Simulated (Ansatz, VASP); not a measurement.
**TaN: VASP beside Ansatz**

Contents of INCAR:

```
SYSTEM = TaN
  ALGO = Normal
  EDIFF = 1E-6
  ENCUT = 520
  GGA = PS
  ISIF = 2
  ISMEAR = 0
  LASPH = .TRUE.
  LCHARG = .FALSE.
  LREAL = .FALSE.
  LWAVE = .FALSE.
  NBANDS = 15
  NELM = 100
  PREC = Accurate
  SIGMA = 0.15
```

KPOINTS

```
k-points
0
G
  18 18 18
  0 0 0
```

File POSCAR:

```
TaN
1.0
    0.0000000000      2.1874436400      2.0999458944
    2.1874436400      0.0000000000      2.0999458944
    2.1874436400      2.1874436400      0.0000000000
Ta N
1 1
Direct
    0.5000000000      0.5000000000      0.5000000000
    0.0000000000      0.0000000000      0.0000000000
```

Input for Ansatz:

```yaml
crystal:
  lattice:
    - [0.0, 2.18744364, 2.0999458944]
    - [2.18744364, 0.0, 2.0999458944]
    - [2.18744364, 2.18744364, 0.0]
  atoms:
    - { symbol: Ta, position: [0.5, 0.5, 0.5] }
    - { symbol: "N", position: [0.0, 0.0, 0.0] }
basis:
  ecutwfc: 520.0
kpoints:
  mp_grid: { grid: [18, 18, 18] }
hamiltonian:
  xc: pbesol
  pseudopotentials: { kind: paw, azcp: { folder: soft_1 } }
scf:
  occupations: { method: gaussian, width: 0.15 }
output:
  forces: true
  stress: true
  eigenvalues: true
```

Change from the starting cell: engineering shear strain xz +0.0000, normal strain along z -0.0400.

Alike in both runs: task single point; functional PBEsol; k mesh 18 × 18 × 18; occupations gaussian, width 0.15 eV; no spin polarisation.

```csv
,VASP,Ansatz
version,VASP 6.6.1,Ansatz 0.2.0
potentials or method,"VASP PAW PBE potentials, release 64 (Ta_pv, N), cutoff 520 eV","scalar-relativistic, plane waves, PAW"
valence electrons in the cell,16,18
```

VASP gave:

| Property | Result |
| --- | --- |
| gap on the k mesh at the Fermi level (eV) | none |
| pressure (GPa) | 19.0 |
| traceless stress, the component that is largest in VASP (GPa) | 23.09 |

Problem. Estimate Ansatz's values.

Solution. gap on the k mesh at the Fermi level (eV): none; pressure (GPa): 17.5; traceless stress, the component that is largest in VASP (GPa): 22.84.

VASP's potentials were made for PBE, not for PBEsol, and Ansatz warns of the same on its side. A gap of «none» marks a metal or a gap that the smearing closes. The functional is the same, so the differences come from potentials, cutoffs and numerics. VASP's potentials hold 16 valence electrons a cell and Ansatz's 18, so a difference there can come from the potentials and not from the codes.

Spin-orbit coupling is off throughout.
